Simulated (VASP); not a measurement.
Wanted: the native input for a VASP 6.6.1 run.

```yaml
Task: single point
Functional: r2SCAN
Potentials_or_basis: VASP PAW PBE potentials, release 64 (Ni)
Cutoff: 520 eV
k_mesh: 17 × 17 × 9
Occupations: fermi-dirac, width 0.05 eV
Spin: collinear spin, ferromagnetic start
Starting_moments: "[0.767, 0.767] μB"
Dipole_correction: no
Further_INCAR_settings: ALGO = Normal; EDIFF = 1e-06; NBANDS = 21
```

Crystal: Ni.

```xyz
2
Lattice="2.5433 0.0000 0.0000 -1.2716 2.2025 0.0000 0.0000 0.0000 4.2223" Properties=species:S:1:pos:R:3 pbc="T T T"
Ni    0.0000    1.4684    1.0556
Ni    1.2716    0.7342    3.1667
```

This cell differs from its parent crystal: volume scaled by 1.12.

These files were run (other wordings do the same):

POSCAR

```
Ni
1.0
    2.5432612335      0.0000000000      0.0000000000
   -1.2716306167      2.2025288366      0.0000000000
    0.0000000000      0.0000000000      4.2222882526
Ni
2
Direct
    0.3333333333      0.6666666667      0.2500000000
    0.6666666667      0.3333333333      0.7500000000
```

INCAR.step1

```
PREC = Accurate
ENCUT = 520
ISMEAR = -1
SIGMA = 0.05
LREAL = F
LASPH = T
NELM = 150
ISPIN = 2
MAGMOM = 0.767 0.767
LMAXMIX = 4
NBANDS = 21
GGA = PE
ALGO = Normal
EDIFF = 1E-4
LWAVE = T
LCHARG = F
```

INCAR.step2

```
PREC = Accurate
ENCUT = 520
EDIFF = 1E-6
ISMEAR = -1
SIGMA = 0.05
LREAL = F
LASPH = T
NELM = 150
ALGO = Normal
ISIF = 2
LWAVE = F
LCHARG = F
ISPIN = 2
MAGMOM = 0.767 0.767
LORBIT = 11
LMAXMIX = 4
METAGGA = R2SCAN
LMIXTAU = T
NBANDS = 21
ISTART = 1
```

KPOINTS

```
Automatic mesh
0
Gamma
  17 17 9
```

Potentials or basis: VASP PAW PBE potentials, release 64 (Ni).

Launch:

```bash
$ cat potpaw_PBE.64/Ni/POTCAR > POTCAR
$ cp INCAR.step1 INCAR
$ mpirun -np 1 vasp_std > vasp.out
$ cp INCAR.step2 INCAR
$ mpirun -np 1 vasp_std > vasp.out
```

Results of the run:

```json
{
 "Pressure": "-18.4 GPa",
 "Net moment": "1.44 μB per cell",
 "Site moments": "Ni +0.76 μB",
 "Valence electrons inside the program's atomic spheres": "Ni 9.21"
}
```

Caveat: the PAW data sets were made with another functional, which shifts forces and pressure a little.

It took 17 min on 1 thread of Oxide Virtual Turin-like Processor, on a shared host, peak memory 0.2 GiB.
